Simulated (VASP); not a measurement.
# Pt (P6_3/mmc) in VASP: a series of runs

Runs on Pt. Level: r2SCAN. Tasks: single point.

Program: VASP 6.6.1. These are calculated values, not measurements. Logs are shortened: lines on timing, memory, paths and dates and some standing lists are left out, and cuts for length are marked.

### 1 The cell of the first run

Symmetry: P6_3/mmc, No. 194, hexagonal system. The conventional cell has a = 2.623 Å, b = 2.623 Å, c = 4.912 Å, α = 90.00°, β = 90.00°, γ = 120.00°. Within 3.5 Å of Pt (site symmetry -6m2) lie 12 Pt at 2.62 to 2.89 Å.

This isn't the form of Pt at room conditions, which is fcc.

### 2 Single point, r2SCAN (strain -0.050 along x and y, +0.025 along z)

The input, POSCAR:

```
Pt
1.0
    2.6226323350      0.0000000000      0.0000000000
   -1.3113161675      2.2712662269      0.0000000000
    0.0000000000      0.0000000000      4.9119373500
Pt
2
Direct
    0.6666666667      0.3333333333      0.7500000000
    0.3333333333      0.6666666667      0.2500000000
```

The input, INCAR.step1:

```
SYSTEM = Pt
ALGO = Normal
EDIFF = 1E-4
ENCUT = 520
GGA = PE
ISMEAR = 0
LASPH = .True.
LCHARG = .False.
LREAL = .False.
LWAVE = .True.
NBANDS = 17
NELM = 60
PREC = Accurate
SIGMA = 0.15
```

The input, INCAR.step2:

```
SYSTEM = Pt
ALGO = Normal
EDIFF = 1E-6
ENCUT = 520
ISIF = 2
ISMEAR = 0
ISTART = 1
LASPH = .True.
LCHARG = .True.
LELF = .True.
LMIXTAU = .True.
LREAL = .False.
LVHAR = .True.
LWAVE = .False.
METAGGA = R2SCAN
NBANDS = 17
NELM = 60
PREC = Accurate
SIGMA = 0.15
```

The input, KPOINTS:

```
k-points
0
Gamma
  18 18 10
  0 0 0
```

Potentials or basis: VASP PAW PBE potentials, release 64 (Pt).

Run with:

```console
$ cat potpaw_PBE.64/Pt/POTCAR > POTCAR
$ cp INCAR.step1 INCAR
$ mpirun -np 1 vasp_std > vasp.out
$ cp INCAR.step2 INCAR
$ mpirun -np 1 vasp_std > vasp.out
```

OUTCAR:

```text
SYSTEM = Pt
   EDIFF = 1E-6
   ENCUT = 520
   ISIF = 2
   ISMEAR = 0
   ISTART = 1
   LASPH = .True.
   LREAL = .False.
   METAGGA = R2SCAN
   NELM = 60
   PREC = Accurate

 ion  position               nearest neighbor table
   1  0.667  0.333  0.750-   2 2.89   2 2.89   2 2.89   2 2.89   2 2.89   2 2.89
   2  0.333  0.667  0.250-   1 2.89   1 2.89   1 2.89   1 2.89   1 2.89   1 2.89

  LATTYP: Found a hexagonal cell.
 ALAT       =     2.6226323350
 C/A-ratio  =     1.8729035269

  Lattice vectors:

 A1 = (   2.6226323350,   0.0000000000,   0.0000000000)
 A2 = (  -1.3113161675,   2.2712662269,   0.0000000000)
 A3 = (   0.0000000000,   0.0000000000,   4.9119373500)

Analysis of symmetry for initial positions (statically):
=====================================================================
 Subroutine PRICEL returns:
 Original cell was already a primitive cell.

 Routine SETGRP: Setting up the symmetry group for a
 hexagonal supercell.

 Subroutine GETGRP returns: Found 24 space group operations
 (whereof 12 operations were pure point group operations)
 out of a pool of 24 trial point group operations.

The static configuration has the point symmetry D_3d.
 The point group associated with its full space group is D_6h.

Analysis of symmetry for dynamics (positions and initial velocities):
=====================================================================
 Subroutine PRICEL returns:
 Original cell was already a primitive cell.

 Routine SETGRP: Setting up the symmetry group for a
 hexagonal supercell.

 Subroutine GETGRP returns: Found 24 space group operations
 (whereof 12 operations were pure point group operations)
 out of a pool of 24 trial point group operations.

The dynamic configuration has the point symmetry D_3d.
 The point group associated with its full space group is D_6h.

 Subroutine INISYM returns: Found 24 space group operations
 (whereof 12 operations are pure point group operations),
 and found     1 'primitive' translations

----------------------------------------------------------------------------------------

                                     Primitive cell

  volume of cell :      29.2589

  direct lattice vectors                    reciprocal lattice vectors
     2.622632335  0.000000000  0.000000000     0.381296298  0.220141520  0.000000000
    -1.311316168  2.271266227  0.000000000     0.000000000  0.440283040  0.000000000
     0.000000000  0.000000000  4.911937350     0.000000000  0.000000000  0.203585659

  length of vectors
     2.622632335  2.622632335  4.911937350     0.440283040  0.440283040  0.203585659

  position of ions in fractional coordinates (direct lattice)
     0.666666667  0.333333333  0.750000000
     0.333333333  0.666666667  0.250000000

  ion indices of the primitive-cell ions
   primitive index   ion index
                 1           1
                 2           2

----------------------------------------------------------------------------------------

 KPOINTS: k-points

Automatic generation of k-mesh.
 Grid dimensions read from file:
 generate k-points for:   18   18   10

 Generating k-lattice:

  Cartesian coordinates                     Fractional coordinates (reciprocal lattice)
     0.021183128  0.012230084  0.000000000     0.055555556 -0.000000000  0.000000000
     0.000000000  0.024460169  0.000000000     0.000000000  0.055555556  0.000000000
     0.000000000  0.000000000  0.020358566     0.000000000  0.000000000  0.100000000

  Length of vectors
     0.024460169  0.024460169  0.020358566

  Shift w.r.t. Gamma in fractional coordinates (k-lattice)
     0.000000000  0.000000000  0.000000000

 Subroutine IBZKPT returns following result:
 ===========================================

 Found    222 irreducible k-points:

 Following reciprocal coordinates:
            Coordinates               Weight
  0.000000  0.000000  0.000000      1.000000
  0.055556 -0.000000  0.000000      6.000000
  0.111111 -0.000000  0.000000      6.000000
  0.166667  0.000000  0.000000      6.000000
  0.222222 -0.000000  0.000000      6.000000
  0.277778  0.000000  0.000000      6.000000
[... 16 lines left out ...]
  0.333333  0.111111  0.000000     12.000000
  0.388889  0.111111  0.000000     12.000000
 [... further k-points ...]
   k-points           NKPTS =    222   k-points in BZ     NKDIM =    222   number of bands    NBANDS=     17
   number of dos      NEDOS =    301   number of ions     NIONS =      2
   total plane-waves  NPLWV =  16000
   dimension x,y,z NGX =    20 NGY =   20 NGZ =   40
   dimension x,y,z NGXF=    40 NGYF=   40 NGZF=   80
   ions per type =               2
   NGX,Y,Z   is equivalent  to a cutoff of  12.68, 12.68, 13.54 a.u.
   NGXF,Y,Z  is equivalent  to a cutoff of  25.36, 25.36, 27.08 a.u.
 SYSTEM =  Pt
   PREC   = accura    normal or accurate (medium, high low for compatibility)
   ISTART =      1    job   : 0-new  1-cont  2-samecut
   ICHARG =      0    charge: 1-file 2-atom 10-const
   ISPIN  =      1    spin polarized calculation?
   LNONCOLLINEAR =      F non collinear calculations
   LSORBIT =      F    spin-orbit coupling
   LASPH  =      T    aspherical Exc in radial PAW
   ENCUT  =  520.0 eV  38.22 Ry    6.18 a.u.   4.88  4.88  9.13*2*pi/ulx,y,z
   NELM   =     60;   NELMIN=  2; NELMDL=  0     # of ELM steps
   EDIFF  = 0.1E-05   stopping-criterion for ELM
   LREAL  =      F    real-space projection
   EDIFFG = 0.1E-04   stopping-criterion for IOM
   NSW    =      0    number of steps for IOM
   IBRION =     -1    ionic relax: 0-MD 1-quasi-New 2-CG
   NFREE  =      0    steps in history (QN), initial steepest desc. (CG)
   ISIF   =      2    stress and relaxation
   ISYM   =      2    0-nonsym 1-usesym 2-fastsym
   POTIM  = 0.5000    time-step for ionic-motion
   TEBEG  =    0.0;   TEEND  =   0.0 temperature during run
   PSTRESS=    0.0 pullay stress
   NELECT =      20.0000    total number of electrons
   NUPDOWN=      -1.0000    fix difference up-down
   EMIN   =  10.00;   EMAX   =-10.00  energy-range for DOS
   EFERMI =   0.00;   METHOD = LEGACY
   ISMEAR =     0;   SIGMA  =   0.15  broadening in eV -4-tet -1-fermi 0-gaus
   EFERMI_NEDOS =   21; number of points for ismear=-14 and -15
   IALGO  =     38    algorithm
   IMIX   =      4    mixing-type and parameters
     AMIX     =   0.40;   BMIX     =  1.00
     AMIX_MAG =   1.60;   BMIX_MAG =  1.00
  volume/ion in A,a.u.               =      14.63        98.72
  Fermi-wavevector in a.u.,A,eV,Ry     =   1.442111  2.725195 28.295827  2.079685
  Thomas-Fermi vector in A             =   2.560668
   LORBIT       =      0    0 simple, 1 ext, 2 COOP (PROOUT), +10 PAW based schemes
   METAGGA = R2SCAN    functional components
   LHFCALC =     F    Hartree Fock is set to
   AEXX    =    0.0000 exact exchange contribution
   IVDW    =     0    specifies the selected vdW correction
   LEPSILON=     F    determine dielectric tensor
   LRPA    =     F    only Hartree local field effects (RPA)
 non-spin polarized calculation
 Gauss-broadening in eV      SIGMA  =   0.15
  energy-cutoff  :      520.00
  volume of cell :       29.26
 maximum number of plane-waves:       816
 NGX is ok and might be reduce to    20
   NGX =  9   NGY =  9   NGZ = 19

 number of electron      19.9999998 magnetization

 Free energy of the ion-electron system (eV)
  ---------------------------------------------------
  ext. energy  EPLUGINS =         0.00000000
  ---------------------------------------------------
  free energy    TOTEN  =      -102.68267222 eV

  energy without entropy =     -102.65866377  energy(sigma->0) =     -102.67066800

 E-fermi :  11.5353     XC(G=0): -14.8092

 val. band max:       11.5336840987   @ k =   0.4444   0.1111   0.2000
 cond. band min:      11.5377408360   @ k =   0.1111   0.1111   0.4000
 fundamental gap:      0.0040567373
 Fermi energy:        11.5352792738

 k-point     1 :       0.0000    0.0000    0.0000
  band No.  band energies     occupation
      1       0.7444      2.00000
      2       3.1227      2.00000
      3       6.4033      2.00000
      4       7.4942      2.00000
      5       7.4942      2.00000
      6       7.7957      2.00000
[... 9 lines left out ...]
     16      29.6425      0.00000
     17      35.7894      0.00000

 k-point     2 :       0.0556   -0.0000    0.0000
  band No.  band energies     occupation
      1       0.8821      2.00000
      2       3.2590      2.00000
      3       6.4484      2.00000
      4       7.4266      2.00000
      5       7.6042      2.00000
      6       7.7165      2.00000
[... 9 lines left out ...]
     16      29.8800      0.00000
     17      34.7135      0.00000

 k-point     3 :       0.1111   -0.0000    0.0000
  band No.  band energies     occupation
      1       1.2824      2.00000
      2       3.6433      2.00000
      3       6.5338      2.00000
      4       7.2798      2.00000
      5       7.5420      2.00000
      6       7.9291      2.00000
[... 9 lines left out ...]
     16      30.4601      0.00000
     17      33.0145      0.00000

 k-point     4 :       0.1667    0.0000    0.0000
  band No.  band energies     occupation
      1       1.9022      2.00000
      2       4.1764      2.00000
      3       6.5309      2.00000
      4       7.0562      2.00000
      5       7.6071      2.00000
      6       7.6106      2.00000
[... 9 lines left out ...]
     16      30.9628      0.00000
     17      31.6336      0.00000
[... 343 lines left out ...]
      1       4.2841      2.00000
      2       4.8244      2.00000
      3       5.6504      2.00000
      4       6.7640      2.00000
      5       7.4454      2.00000
      6       7.6065      2.00000
[... 9 lines left out ...]
     16      27.7327      0.00000
     17      29.4892      0.00000

 k-point    23 :       0.3333    0.1111    0.0000
  band No.  band energies     occupation
      1       4.4138      2.00000
      2       4.5978      2.00000
      3       5.3197      2.00000
      4       7.3053      2.00000
      5       7.4037      2.00000
      6       8.0714      2.00000
[... 9 lines left out ...]
     16      26.9434      0.00000
     17      27.2022      0.00000

 k-point    24 :       0.3889    0.1111    0.0000
  band No.  band energies     occupation
      1       4.3279      2.00000
      2       4.5073      2.00000
      3       5.1178      2.00000
      4       7.2871      2.00000
      5       7.8617      2.00000
      6       8.1911      2.00000
[... 9 lines left out ...]
     16      25.5540      0.00000
     17      26.3200      0.00000

 [... further k-points ...]

------------------------ aborting loop because EDIFF is reached ----------------------------------------

  FORCE on cell =-STRESS in cart. coord.  units (eV):
  Direction    XX          YY          ZZ          XY          YZ          ZX
  --------------------------------------------------------------------------------------
  -------------------------------------------------------------------------------------
  Total        5.7076107      5.7076107      0.6873516      0.0000000     -0.0000000      0.0000000
  in kB      312.5407495    312.5407495     37.6384075      0.0000000     -0.0000000      0.0000000
  external PRESSURE =     220.9066355 kB  Pullay stress =       0.0000000 kB

 VOLUME and BASIS-vectors are now :
 -----------------------------------------------------------------------------
  energy-cutoff  :      520.00
  volume of cell :       29.26
      direct lattice vectors                 reciprocal lattice vectors
     2.622632335  0.000000000  0.000000000     0.381296298  0.220141520  0.000000000
    -1.311316168  2.271266227  0.000000000     0.000000000  0.440283040  0.000000000
     0.000000000  0.000000000  4.911937350     0.000000000  0.000000000  0.203585659

 POSITION                                       TOTAL-FORCE (eV/Angst)
 -----------------------------------------------------------------------------------
      1.31132      0.75709      3.68395         0.000000     -0.000000      0.000000
     -0.00000      1.51418      1.22798        -0.000000      0.000000      0.000000
 -----------------------------------------------------------------------------------
    total drift:                               -0.000000      0.000000     -0.000000

  FREE ENERGIE OF THE ION-ELECTRON SYSTEM (eV)
  ---------------------------------------------------
  free  energy   TOTEN  =      -102.6826722204 eV

  energy  without entropy=     -102.6586637720  energy(sigma->0) =     -102.67066800
```

It took 3 min on 1 thread of Intel Xeon Platinum 8559C (Emerald Rapids), shared host; peak memory 0.22 GiB.

Results:

```yaml
Free_energy: -102.6827 eV
Pressure: 22.1 GPa
Band_gap_on_the_k_mesh: zero (bands 10 and 11 overlap by 1.80 eV)
```

Caveat: the cell differs from its parent crystal (strain -0.050 along x and y, +0.025 along z); the cell stands under pressure; the PAW data sets were made with another functional, which shifts forces and pressure a little; spin-orbit coupling is left out, which moves the levels of the heavy elements.

[end of part 1 of 2]
